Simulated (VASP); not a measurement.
Input of a VASP 6.6.1 run:

File INCAR:

```
ALGO = Normal
EDIFF = 1E-6
ENCUT = 520
GGA = PE
ISIF = 2
ISMEAR = 0
LASPH = T
LCHARG = F
LREAL = F
LWAVE = F
NBANDS = 16
NELM = 100
PREC = Accurate
SIGMA = 0.15
```

Contents of KPOINTS:

```
k-points
0
Gamma
  16 16 16
```

Contents of POSCAR:

```
GaSb
1.0
    0.0000000000      3.2156628537      3.1069206316
    3.2156628537      0.0000000000      3.1069206316
    3.2156628537      3.2156628537      0.0000000000
Ga Sb
1 1
Direct
    0.0000000000      0.0000000000      0.0000000000
    0.7500000000      0.7500000000      0.7500000000
```

Potentials or basis: VASP PAW PBE potentials, release 64 (Ga_d, Sb).

Run with:

```console
$ cat potpaw_PBE.64/Ga_d/POTCAR potpaw_PBE.64/Sb/POTCAR > POTCAR
$ mpirun -np 1 vasp_std > vasp.out
```

Task: Estimate the band gap on the k mesh.

Result: 0.12 eV, indirect (least direct gap 0.17 eV).

Task: What does it give for the pressure?

Result: -2.6 GPa.

Stress tensor (GPa, compression positive):
```
-2.98  0.00  0.00
 0.00 -2.98  0.00
 0.00  0.00 -1.70
```

Caveat: the cell differs from its parent crystal (strain +0.0350 x Voigt [1, 1, 0, 0, 0, 0]); spin-orbit coupling is left out, which moves the levels of the heavy elements. A k mesh can miss the band edges.
